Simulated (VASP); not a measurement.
# Si16H5Cl in VASP: further runs

Runs on Si16H5Cl. Level: PBE+D3(BJ). Tasks: single point.

Program: VASP 6.6.1. These are calculated values, not measurements. Logs are shortened: lines on timing, memory, paths and dates and some standing lists are left out, and cuts for length are marked.

### Step 1. The cell of the first run

The cell holds a slab with vacuum, 22 atoms: a = 7.679 Å, b = 7.679 Å, c = 18.419 Å, α = 90.00°, β = 90.00°, γ = 60.00°.

### Step 2. Single point, PBE+D3(BJ)

File INCAR:

```
PREC = Accurate ; ENCUT = 520
EDIFF = 1E-6 ; ISMEAR = 0
SIGMA = 0.02 ; LREAL = Auto
LASPH = True ; NELM = 60
ALGO = Normal ; ISIF = 2
LWAVE = False ; LCHARG = False
GGA = PE ; IVDW = 12
NBANDS = 55
```

File KPOINTS:

```
Automatic mesh
0
Gamma
  2 2 1
```

File POSCAR:

```
Si16H5Cl
1.0
    7.6791800000      0.0000000000      0.0000000000
    3.8395900000      6.6503650000      0.0000000000
    0.0000000000      0.0000000000     18.4187650000
H Si Cl
5 16 1
Direct
    0.1666666792      0.1666666416      0.0542924566
    0.6666666792      0.1666666416      0.0542924566
    0.1666666416      0.6666667168      0.0542924566
    0.6666666416      0.6666667168      0.0542924566
   -0.1463764683     -0.0478516593      0.3665104039
    0.1666666792      0.1666666416      0.1357311416
    0.6666666792      0.1666666416      0.1357311416
    0.1666666416      0.6666667168      0.1357311416
    0.6666666416      0.6666667168      0.1357311416
   -0.1673633891      0.3323543896      0.1751419273
    0.3329085590      0.3348886866      0.1797850725
   -0.1671850960      0.8364933353      0.1777854813
    0.3350083562      0.8310542354      0.1750972446
   -0.1844174598      0.3279576384      0.3011799651
    0.3073203631      0.3188243051      0.3104964964
   -0.2199348081      0.8443169661      0.3027577039
    0.2962028018      0.8501127382      0.3003742108
    0.0122916417      0.0291214091      0.3737409104
    0.4677354422     -0.0084070574      0.3617273471
   -0.0374476593      0.5137781159      0.3414626876
    0.4680407777      0.5034474048      0.3162126777
   -0.0575886220      0.5128986153      0.4549376139
```

Potentials or basis: VASP PAW PBE potentials, release 64 (H, Si, Cl).

Launch:

```
$ cat potpaw_PBE.64/H/POTCAR potpaw_PBE.64/Si/POTCAR potpaw_PBE.64/Cl/POTCAR > POTCAR
$ mpirun -np 1 vasp_std > vasp.out
```

OUTCAR:

```text
PREC = Accurate
   ENCUT = 520
   EDIFF = 1E-6
   ISMEAR = 0
   LREAL = Auto
   LASPH = True
   NELM = 60
   ISIF = 2
   GGA = PE
   IVDW = 12
 IVDW          = 12

 ion  position               nearest neighbor table
   1  0.167  0.167  0.054-   6 1.50
   2  0.667  0.167  0.054-   7 1.50
   3  0.167  0.667  0.054-   8 1.50
   4  0.667  0.667  0.054-   9 1.50
   5  0.854  0.952  0.367-  18 1.60  16 1.69
   6  0.167  0.167  0.136-   1 1.50  10 2.34  13 2.35  11 2.37
   7  0.667  0.167  0.136-   2 1.50  10 2.32  12 2.33  11 2.36
   8  0.167  0.667  0.136-   3 1.50  13 2.33  11 2.35  12 2.35
   9  0.667  0.667  0.136-   4 1.50  13 2.32  10 2.34  12 2.36
  10  0.833  0.332  0.175-   7 2.32  14 2.33   6 2.34   9 2.34
  11  0.333  0.335  0.180-   8 2.35   7 2.36   6 2.37  15 2.42
  12  0.833  0.836  0.178-   7 2.33  16 2.33   8 2.35   9 2.36
  13  0.335  0.831  0.175-   9 2.32  17 2.32   8 2.33   6 2.35
  14  0.816  0.328  0.301-  10 2.33  21 2.33  20 2.34  18 2.42
  15  0.307  0.319  0.310-  21 2.30  20 2.37  19 2.37  11 2.42
  16  0.780  0.844  0.303-   5 1.69  20 2.31  12 2.33  19 2.34  18 3.07
  17  0.296  0.850  0.300-  13 2.32  21 2.32  18 2.34  19 2.37
  18  0.012  0.029  0.374-   5 1.60  17 2.34  14 2.42  16 3.07
  19  0.468  0.992  0.362-  16 2.34  17 2.37  15 2.37
  20  0.963  0.514  0.341-  22 2.10  16 2.31  14 2.34  15 2.37
  21  0.468  0.503  0.316-  15 2.30  17 2.32  14 2.33
  22  0.942  0.513  0.455-  20 2.10

  LATTYP: Found a hexagonal cell.
 ALAT       =     7.6791800344
 C/A-ratio  =     2.3985327753

  Lattice vectors:

 A1 = (  -3.8395900000,  -6.6503650000,   0.0000000000)
 A2 = (   7.6791800000,   0.0000000000,   0.0000000000)
 A3 = (   0.0000000000,   0.0000000000,  18.4187650000)

Analysis of symmetry for initial positions (statically):
=====================================================================
 Subroutine PRICEL returns:
 Original cell was already a primitive cell.

 Routine SETGRP: Setting up the symmetry group for a
 hexagonal supercell.

 Subroutine GETGRP returns: Found  1 space group operations
 (whereof  1 operations were pure point group operations)
 out of a pool of 24 trial point group operations.

The static configuration has the point symmetry C_1 .

Analysis of symmetry for dynamics (positions and initial velocities):
=====================================================================
 Subroutine PRICEL returns:
 Original cell was already a primitive cell.

 Routine SETGRP: Setting up the symmetry group for a
 hexagonal supercell.

 Subroutine GETGRP returns: Found  1 space group operations
 (whereof  1 operations were pure point group operations)
 out of a pool of 24 trial point group operations.

The dynamic configuration has the point symmetry C_1 .

 Subroutine INISYM returns: Found  1 space group operations
 (whereof  1 operations are pure point group operations),
 and found     1 'primitive' translations

----------------------------------------------------------------------------------------

                                     Primitive cell

  volume of cell :     940.6344

  direct lattice vectors                    reciprocal lattice vectors
     7.679180000  0.000000000  0.000000000     0.130222237 -0.075183843  0.000000000
     3.839590000  6.650365000  0.000000000     0.000000000  0.150367687  0.000000000
     0.000000000  0.000000000 18.418765000     0.000000000  0.000000000  0.054292457

  length of vectors
     7.679180000  7.679180034 18.418765000     0.150367687  0.150367687  0.054292457

  position of ions in fractional coordinates (direct lattice)
     0.166666679  0.166666642  0.054292457
     0.666666679  0.166666642  0.054292457
     0.166666642  0.666666717  0.054292457
     0.666666642  0.666666717  0.054292457
     0.853623532  0.952148341  0.366510404
     0.166666679  0.166666642  0.135731142
[... 14 lines left out ...]
     0.468040778  0.503447405  0.316212678
     0.942411378  0.512898615  0.454937614

  ion indices of the primitive-cell ions
   primitive index   ion index
                 1           1
                 2           2
                 3           3
                 4           4
                 5           5
                 6           6
[... 14 lines left out ...]
                21          21
                22          22

----------------------------------------------------------------------------------------

 KPOINTS: Automatic mesh

Automatic generation of k-mesh.
 Grid dimensions read from file:
 generate k-points for:    2    2    1

 Generating k-lattice:

  Cartesian coordinates                     Fractional coordinates (reciprocal lattice)
     0.065111119 -0.037591922  0.000000000     0.500000000 -0.000000000  0.000000000
     0.000000000  0.075183843  0.000000000     0.000000000  0.500000000  0.000000000
     0.000000000  0.000000000  0.054292457     0.000000000  0.000000000  1.000000000

  Length of vectors
     0.075183844  0.075183843  0.054292457

  Shift w.r.t. Gamma in fractional coordinates (k-lattice)
     0.000000000  0.000000000  0.000000000

 Subroutine IBZKPT returns following result:
 ===========================================

 Found      4 irreducible k-points:

 Following reciprocal coordinates:
            Coordinates               Weight
  0.000000  0.000000  0.000000      1.000000
  0.500000  0.000000  0.000000      1.000000
  0.500000  0.500000  0.000000      1.000000
  0.000000  0.500000  0.000000      1.000000
   k-points           NKPTS =      4   k-points in BZ     NKDIM =      4   number of bands    NBANDS=     55
   number of dos      NEDOS =    301   number of ions     NIONS =     22
   total plane-waves  NPLWV = 504000
   dimension x,y,z NGX =    60 NGY =   60 NGZ =  140
   dimension x,y,z NGXF=   120 NGYF=  120 NGZF=  280
   ions per type =               5  16   1
   NGX,Y,Z   is equivalent  to a cutoff of  12.99, 12.99, 12.64 a.u.
   NGXF,Y,Z  is equivalent  to a cutoff of  25.98, 25.98, 25.27 a.u.
 SYSTEM =  unknown system
   PREC   = accura    normal or accurate (medium, high low for compatibility)
   ISTART =      0    job   : 0-new  1-cont  2-samecut
   ICHARG =      2    charge: 1-file 2-atom 10-const
   ISPIN  =      1    spin polarized calculation?
   LNONCOLLINEAR =      F non collinear calculations
   LSORBIT =      F    spin-orbit coupling
   LASPH  =      T    aspherical Exc in radial PAW
   ENCUT  =  520.0 eV  38.22 Ry    6.18 a.u.  14.28 14.28 34.25*2*pi/ulx,y,z
   NELM   =     60;   NELMIN=  2; NELMDL= -5     # of ELM steps
   EDIFF  = 0.1E-05   stopping-criterion for ELM
   LREAL  =      T    real-space projection
   EDIFFG = 0.1E-04   stopping-criterion for IOM
   NSW    =      0    number of steps for IOM
   IBRION =     -1    ionic relax: 0-MD 1-quasi-New 2-CG
   NFREE  =      0    steps in history (QN), initial steepest desc. (CG)
   ISIF   =      2    stress and relaxation
   ISYM   =      2    0-nonsym 1-usesym 2-fastsym
   POTIM  = 0.5000    time-step for ionic-motion
   TEBEG  =    0.0;   TEEND  =   0.0 temperature during run
   PSTRESS=    0.0 pullay stress
   NELECT =      76.0000    total number of electrons
   NUPDOWN=      -1.0000    fix difference up-down
   EMIN   =  10.00;   EMAX   =-10.00  energy-range for DOS
   EFERMI =   0.00;   METHOD = LEGACY
   ISMEAR =     0;   SIGMA  =   0.02  broadening in eV -4-tet -1-fermi 0-gaus
   EFERMI_NEDOS =   21; number of points for ismear=-14 and -15
   IALGO  =     38    algorithm
   IMIX   =      4    mixing-type and parameters
     AMIX     =   0.40;   BMIX     =  1.00
     AMIX_MAG =   1.60;   BMIX_MAG =  1.00
  volume/ion in A,a.u.               =      42.76       288.53
  Fermi-wavevector in a.u.,A,eV,Ry     =   0.707738  1.337431  6.815061  0.500893
  Thomas-Fermi vector in A             =   1.793866
   LORBIT       =      0    0 simple, 1 ext, 2 COOP (PROOUT), +10 PAW based schemes
   GGA     = PE    functional components
   LHFCALC =     F    Hartree Fock is set to
   AEXX    =    0.0000 exact exchange contribution
   IVDW    =    12    specifies the selected vdW correction
   LEPSILON=     F    determine dielectric tensor
   LRPA    =     F    only Hartree local field effects (RPA)
 non-spin polarized calculation
 Gauss-broadening in eV      SIGMA  =   0.02
  energy-cutoff  :      520.00
  volume of cell :      940.63
 maximum number of plane-waves:     25382
 NGX is ok and might be reduce to    60
   NGX = 29   NGY = 29   NGZ = 69

 number of electron      76.0000003 magnetization

 Free energy of the ion-electron system (eV)
  ---------------------------------------------------
  ext. energy  EPLUGINS =         0.00000000
  ---------------------------------------------------
  free energy    TOTEN  =      -101.47915773 eV

  energy without entropy =     -101.47915773  energy(sigma->0) =     -101.47915773

 E-fermi :  -0.9927     XC(G=0):  -4.3670

 val. band max:       -1.0984561366   @ k =   0.0000   0.5000   0.0000
 cond. band min:      -0.8881046441   @ k =   0.0000   0.0000   0.0000
 fundamental gap:      0.2103514925
 Fermi energy:        -0.9927010572

 k-point     1 :       0.0000    0.0000    0.0000
  band No.  band energies     occupation
      1     -16.8133      2.00000
      2     -12.5707      2.00000
      3     -11.3752      2.00000
      4     -10.5507      2.00000
      5     -10.3961      2.00000
      6     -10.2983      2.00000
[... 42 lines left out ...]
     49       1.5200      0.00000
     50       1.8774      0.00000

 k-point     2 :       0.5000    0.0000    0.0000
  band No.  band energies     occupation
      1     -16.8128      2.00000
      2     -11.9281      2.00000
      3     -11.8275      2.00000
      4     -10.8067      2.00000
      5     -10.6196      2.00000
      6     -10.5852      2.00000
[... 42 lines left out ...]
     49       2.5555      0.00000
     50       2.6615      0.00000

 k-point     3 :       0.5000    0.5000    0.0000
  band No.  band energies     occupation
      1     -16.8127      2.00000
      2     -11.9165      2.00000
      3     -11.8166      2.00000
      4     -10.7712      2.00000
      5     -10.6826      2.00000
      6     -10.6448      2.00000
[... 42 lines left out ...]
     49       2.4928      0.00000
     50       2.6754      0.00000

 k-point     4 :       0.0000    0.5000    0.0000
  band No.  band energies     occupation
      1     -16.8126      2.00000
      2     -11.9289      2.00000
      3     -11.8222      2.00000
      4     -10.8267      2.00000
      5     -10.6842      2.00000
      6     -10.6176      2.00000
[... 42 lines left out ...]
     49       2.5090      0.00000
     50       2.6998      0.00000
 [bands above 50 left out]

------------------------ aborting loop because EDIFF is reached ----------------------------------------

 Edisp (eV)   -4.13544

 E8    (eV) :    -1.7386

  FORCE on cell =-STRESS in cart. coord.  units (eV):
  Direction    XX          YY          ZZ          XY          YZ          ZX
  --------------------------------------------------------------------------------------
  -------------------------------------------------------------------------------------
  Total       1.44983     1.24689     1.44767     0.51075    -0.54347     0.49650
  in kB       2.46948     2.12383     2.46581     0.86995    -0.92568     0.84568
  external pressure =        2.35 kB  Pullay stress =        0.00 kB

 VOLUME and BASIS-vectors are now :
 -----------------------------------------------------------------------------
  energy-cutoff  :      520.00
  volume of cell :      940.63
      direct lattice vectors                 reciprocal lattice vectors
     7.679180000  0.000000000  0.000000000     0.130222237 -0.075183843  0.000000000
     3.839590000  6.650365000  0.000000000     0.000000000  0.150367687  0.000000000
     0.000000000  0.000000000 18.418765000     0.000000000  0.000000000  0.054292457

 POSITION                                       TOTAL-FORCE (eV/Angst)
 -----------------------------------------------------------------------------------
      1.91979      1.10839      1.00000         0.076678      0.066248     -0.058836
      5.75938      1.10839      1.00000        -0.119640      0.014313     -0.041164
      3.83959      4.43358      1.00000        -0.129495     -0.044980     -0.066725
      7.67918      4.43358      1.00000         0.013307      0.044517     -0.068080
     10.21099      6.33213      6.75067        -0.149155     -0.307265     -0.079998
      1.91979      1.10839      2.50000         0.086188     -0.054357      0.019897
[... 14 lines left out ...]
      5.52720      3.34811      5.82425        -0.149008      0.080580     -0.115289
      9.20627      3.41096      8.37939         0.098716      0.030256      0.000973
 -----------------------------------------------------------------------------------
    total drift:                                0.003584     -0.006749      0.001868

  FREE ENERGIE OF THE ION-ELECTRON SYSTEM (eV)
  ---------------------------------------------------
  free  energy   TOTEN  =      -105.6146015047 eV

  energy  without entropy=     -105.6146015047  energy(sigma->0) =     -105.61460150
```

Wall time 5.9 min (1 thread of Intel Xeon 6975P-C (Granite Rapids), shared host); peak memory 0.96 GiB.

Results:

```
Free energy                : -105.6146 eV
Largest force              : 0.514 eV/Å
Band gap on the k mesh     : 0.21 eV (least direct gap 0.35 eV)
Dispersion energy per atom : -0.188 eV
```

Forces in eV/Å, atoms in the order of the input:
```
H    0.077  0.066 -0.059
H   -0.120  0.014 -0.041
H   -0.129 -0.045 -0.067
H    0.013  0.045 -0.068
H   -0.149 -0.307 -0.080
Si   0.086 -0.054  0.020
Si  -0.148  0.084 -0.014
Si  -0.032 -0.026  0.016
Si   0.195 -0.066  0.072
Si   0.068  0.022 -0.054
Si   0.089  0.108 -0.001
Si   0.017 -0.044 -0.082
Si  -0.273  0.218 -0.134
Si   0.167 -0.250  0.095
Si   0.068 -0.186 -0.045
Si  -0.055  0.200 -0.012
Si   0.312 -0.325  0.249
Si  -0.201  0.400  0.085
Si   0.027  0.142  0.096
Si   0.038 -0.105  0.138
Si  -0.149  0.081 -0.115
Cl   0.099  0.030  0.001
```

Levels at points of the mesh, in eV from the valence-band top:
```tsv
k point	band 36	band 37	band 38	band 39	band 40	band 41
(0.00, 0.00, 0.00)	-0.42	-0.30	-0.14	0.21	1.02	1.21
(0.50, 0.00, 0.00)	-0.85	-0.56	-0.11	0.53	1.46	1.90
(0.50, 0.50, 0.00)	-0.79	-0.57	-0.03	0.50	1.64	1.85
(0.00, 0.50, 0.00)	-0.95	-0.51	0.00	0.57	1.54	1.77
```

Caveat: the k points lie up to 0.47 Å⁻¹ apart.

### Step 3. Single point, PBE+D3(BJ)

File INCAR:

```
SYSTEM = Si16H5Cl
  PREC = Accurate
  ENCUT = 520
  EDIFF = 1E-6
  ISMEAR = 0
  SIGMA = 0.02
  LREAL = Auto
  LASPH = .TRUE.
  NELM = 100
  ALGO = Normal
  ISIF = 2
  LWAVE = .FALSE.
  LCHARG = .TRUE.
  GGA = PE
  IVDW = 12
  LELF = .TRUE.
  LVHAR = .TRUE.
  NBANDS = 55
```

File KPOINTS:

```
Automatic mesh
0
G
  2 2 1
  0 0 0
```

File POSCAR:

```
Si16H5Cl
1.0
    7.6791800000      0.0000000000      0.0000000000
    3.8395900000      6.6503650000      0.0000000000
    0.0000000000      0.0000000000     18.4187650000
H Si Cl
5 16 1
Direct
    0.1666666792      0.1666666416      0.0542924566
    0.6666666792      0.1666666416      0.0542924566
    0.1666666416      0.6666667168      0.0542924566
    0.6666666416      0.6666667168      0.0542924566
   -0.1177417601     -0.0260014300      0.3131189306
    0.1666666792      0.1666666416      0.1357311416
    0.6666666792      0.1666666416      0.1357311416
    0.1666666416      0.6666667168      0.1357311416
    0.6666666416      0.6666667168      0.1357311416
   -0.1665836540      0.3327349702      0.1774803577
    0.3319697589      0.3337188260      0.1768861267
   -0.1688703219      0.8333521544      0.1766384988
    0.3330968223      0.8322770254      0.1785551854
   -0.1589562714      0.3234727718      0.3071290610
    0.3297827655      0.3254633392      0.3047890019
   -0.2210840127      0.8421464085      0.3025830451
    0.3166398422      0.8601646677      0.3081482933
    0.0073843235      0.0130741696      0.3774198216
    0.4801838968      0.0128884655      0.3695613142
   -0.0099937327      0.5131995011      0.3421840715
    0.4920908786      0.5116732691      0.3177373727
   -0.0199260924      0.5107061041      0.4558005382
```

Potentials or basis: VASP PAW PBE potentials, release 64 (H, Si, Cl).

Launch:

```
$ cat potpaw_PBE.64/H/POTCAR potpaw_PBE.64/Si/POTCAR potpaw_PBE.64/Cl/POTCAR > POTCAR
$ mpirun -np 1 vasp_std > vasp.out
```

It took 5.8 min on 1 thread of Intel Xeon 6975P-C (Granite Rapids), shared host; peak memory 0.97 GiB.

Results (log left out):

| Property | Result |
| --- | --- |
| Free energy | -105.7312 eV |
| Largest force | 0.221 eV/Å |
| Band gap on the k mesh | 0.20 eV |
| Dispersion energy per atom | -0.188 eV |

Forces in eV/Å, atoms in the order of the input:
```
H   -0.022 -0.053 -0.049
H    0.001  0.031 -0.043
H   -0.038  0.033 -0.059
H   -0.055 -0.035 -0.060
H    0.078  0.010 -0.206
Si  -0.052 -0.064  0.087
Si  -0.102  0.046  0.074
Si  -0.056  0.007  0.209
Si  -0.159 -0.051  0.055
Si   0.007 -0.034  0.073
Si   0.073 -0.001 -0.078
Si   0.013  0.047  0.001
Si  -0.010 -0.082  0.001
Si   0.122  0.004 -0.105
Si   0.089  0.066  0.063
Si  -0.089 -0.047 -0.086
Si   0.061  0.077  0.143
Si   0.057  0.064 -0.024
Si   0.064 -0.009 -0.021
Si  -0.001 -0.018  0.061
Si  -0.067  0.007 -0.061
Cl   0.087  0.002  0.027
```

Levels at points of the mesh, in eV from the valence-band top:
| k point | band 36 | band 37 | band 38 | band 39 | band 40 | band 41 |
| --- | --- | --- | --- | --- | --- | --- |
| (0.00, 0.00, 0.00) | -0.40 | -0.07 | 0.00 | 0.20 | 1.13 | 1.31 |
| (0.50, 0.00, 0.00) | -0.73 | -0.52 | -0.24 | 0.59 | 1.58 | 2.03 |
| (0.50, 0.50, 0.00) | -0.79 | -0.59 | -0.16 | 0.52 | 1.76 | 1.93 |
| (0.00, 0.50, 0.00) | -0.80 | -0.44 | -0.10 | 0.64 | 1.68 | 1.89 |

Caveat: the k points lie up to 0.47 Å⁻¹ apart.
